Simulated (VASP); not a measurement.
A run of VASP 6.6.1 is set up as follows.

INCAR

```
SYSTEM = Ba
PREC = Accurate ; ENCUT = 520
EDIFF = 1E-6 ; ISMEAR = -1
SIGMA = 0.05 ; LREAL = .False.
LASPH = .True. ; NELM = 60
ALGO = Normal ; ISIF = 2
LWAVE = .False. ; LCHARG = .False.
GGA = PE ; NBANDS = 17
```

The input KPOINTS:

```
Automatic mesh
0
Gamma
  9 9 9
  0 0 0
```

POSCAR

```
Ba
1.0
    0.0000000000      3.7065965252      3.7065965252
    3.7065965252      0.0000000000      3.7065965252
    3.7065965252      3.7065965252      0.0000000000
Ba
2
Direct
   -0.1250000000     -0.1250000000     -0.1250000000
    0.1250000000      0.1250000000      0.1250000000
```

Potentials or basis: VASP PAW PBE potentials, release 64 (Ba_sv).

Launch:

```bash
$ cat potpaw_PBE.64/Ba_sv/POTCAR > POTCAR
$ mpirun -np 1 vasp_std > vasp.out
```

Question: Predict the pressure.

Answer: 2.0 GPa.

Question: Predict the band gap on the k mesh.

Answer: Zero (band 10 reaches 2.26 eV, above the bottom of band 11 at 2.00 eV).

Caveat: spin-orbit coupling is left out, which moves the levels of the heavy elements.
